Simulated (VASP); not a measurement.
Wanted: the native input for a VASP 6.6.1 run.

| Quantity | Value |
| --- | --- |
| Task | single point |
| Functional | PBE |
| Potentials or basis | VASP PAW PBE potentials, release 64 (Be, Te) |
| Cutoff | 600 eV |
| k mesh | 8 × 8 × 8 |
| Occupations | gaussian, width 0.02 eV |
| Spin | no spin polarisation |
| Dipole correction | no |
| Further INCAR settings | ALGO = Normal; EDIFF = 1e-06; NBANDS = 11 |

The structure of BeTe lies in POSCAR:

```
BeTe
1.0
    0.0000000000      2.8323033092      2.8323033092
    2.8323033092      0.0000000000      2.8323033092
    2.8323033092      2.8323033092      0.0000000000
Be Te
1 1
Direct
    0.0000000000      0.0000000000      0.0000000000
    0.2500000000      0.2500000000      0.2500000000
```

The input as run:

INCAR

```
SYSTEM = BeTe
PREC = Accurate
ENCUT = 600
EDIFF = 1E-6
ISMEAR = 0
SIGMA = 0.02
LREAL = .False.
LASPH = .True.
NELM = 120
ALGO = Normal
ISIF = 2
LWAVE = .False.
LCHARG = .False.
GGA = PE
NBANDS = 11
GGA_COMPAT = .False.
```

KPOINTS

```
Automatic mesh
0
Gamma
  8 8 8
  0 0 0
```

Potentials or basis: VASP PAW PBE potentials, release 64 (Be, Te).

Launch:

```console
$ cat potpaw_PBE.64/Be/POTCAR potpaw_PBE.64/Te/POTCAR > POTCAR
$ mpirun -np 1 vasp_std > vasp.out
```

Results of the run:

```
Pressure               : 0.1 GPa
Band gap on the k mesh : 2.02 eV (least direct gap 3.62 eV)
```

Caveat: spin-orbit coupling is left out, which moves the levels of the heavy elements.

It took 7.7 s on 1 thread of Intel(R) Xeon(R) 6975P-C (Granite Rapids) (shared host), peak memory 0.17 GiB.
